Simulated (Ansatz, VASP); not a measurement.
**Na in VASP and in Ansatz**

File INCAR:

```
PREC = Accurate
ENCUT = 520
EDIFF = 1E-7
ISMEAR = 0
SIGMA = 0.05
LREAL = F
LASPH = T
NELM = 80
ALGO = Normal
ISIF = 2
LWAVE = F
LCHARG = F
GGA = CA
NBANDS = 10
```

The input KPOINTS:

```
regular mesh
0
Gamma
  14 14 14
```

Contents of POSCAR:

```
Na
1.0
   -2.0378094161      2.0378094161      2.0378094161
    2.0378094161     -2.0378094161      2.0378094161
    2.0378094161      2.0378094161     -2.0378094161
Na
1
Direct
    0.0000000000      0.0000000000      0.0000000000
```

Input for Ansatz:

```yaml
crystal:
  lattice:
    - [-2.0378094161, 2.0378094161, 2.0378094161]
    - [2.0378094161, -2.0378094161, 2.0378094161]
    - [2.0378094161, 2.0378094161, -2.0378094161]
  atoms:
    - { symbol: Na, position: [0.0, 0.0, 0.0] }
basis:
  ecutwfc: 420
  ecutrho_ratio: 4
kpoints:
  mp_grid: { grid: [14, 14, 14] }
hamiltonian:
  xc: lda
scf:
  occupations: { method: gaussian, width: 0.05 }
output:
  forces: true
  stress: true
  eigenvalues: true
```

Alike in both runs: task single point; functional LDA; k mesh 14 × 14 × 14; occupations gaussian, width 0.05 eV; no spin polarisation.

|  | VASP | Ansatz |
| --- | --- | --- |
| version | VASP 6.6.1 | Ansatz 0.2.0 |
| potentials or method | VASP PAW LDA potentials, release 64 (Na_pv), cutoff 520 eV | scalar-relativistic, plane waves, PAW |
| valence electrons in the cell | 7 | 9 |

VASP gave:

* pressure (GPa): -0.2

Task: What did Ansatz give for the same quantities?

Result: Pressure (GPa): -0.1.

LDA's correlation is that of Perdew and Zunger in VASP and of Perdew and Wang (1992) in Ansatz. VASP's potentials hold 7 valence electrons a cell and Ansatz's 9, so a difference there can come from the potentials and not from the codes.
